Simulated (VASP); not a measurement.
# BN (k07): single point with PBEsol

Crystal: BN (k07).

```
B N
1.0
     2.54057    0.00000    0.00000
    -1.27028    2.20019    0.00000
     0.00000    0.00000    4.20265
B N
2 2
Direct
  0.33333 0.66667 0.99035
  0.66667 0.33333 0.49035
  0.33333 0.66667 0.38365
  0.66667 0.33333 0.88365
```

```
Program             : VASP 6.6.1
Task                : single point
Functional          : PBEsol
Potentials or basis : VASP PAW PBE potentials, release 64 (B, N)
Cutoff              : 520 eV
k mesh              : 15 × 15 × 8
Occupations         : gaussian, width 0.01 eV
Spin                : no spin polarisation
```

The pressure is 3.2 GPa. The largest force is 1.551 eV/Å and the band gap on the k mesh is 5.31 eV, indirect (least direct gap 7.49 eV).

Forces on the atoms (eV/Å):
```
B    0.000  0.000  1.551
B    0.000  0.000  1.551
N    0.000  0.000 -1.551
N    0.000  0.000 -1.551
```

Stress tensor (GPa, compression positive):
```
3.19 0.00 0.00
0.00 3.19 0.00
0.00 0.00 3.32
```

Levels at points of the mesh, in eV from the valence-band top:
```csv
k point,band 4,band 5,band 6,band 7,band 8,band 9,band 10,band 11,band 12,band 13
"(0.00, 0.00, 0.00)",-2.81,-2.81,-0.85,-0.85,0.00,7.49,8.05,8.05,9.06,10.49
"(0.00, 0.00, 0.50)",-5.93,-1.92,-1.92,-1.92,-1.92,8.91,8.91,9.43,9.43,9.43
```

Wall time 48 s on 1 thread of AMD EPYC 7R43 64-Core Processor (Zen 3) (shared host), peak memory 0.13 GiB.

Caveat: the PAW data sets were made with another functional, which shifts forces and pressure a little. A k mesh can miss the band edges.
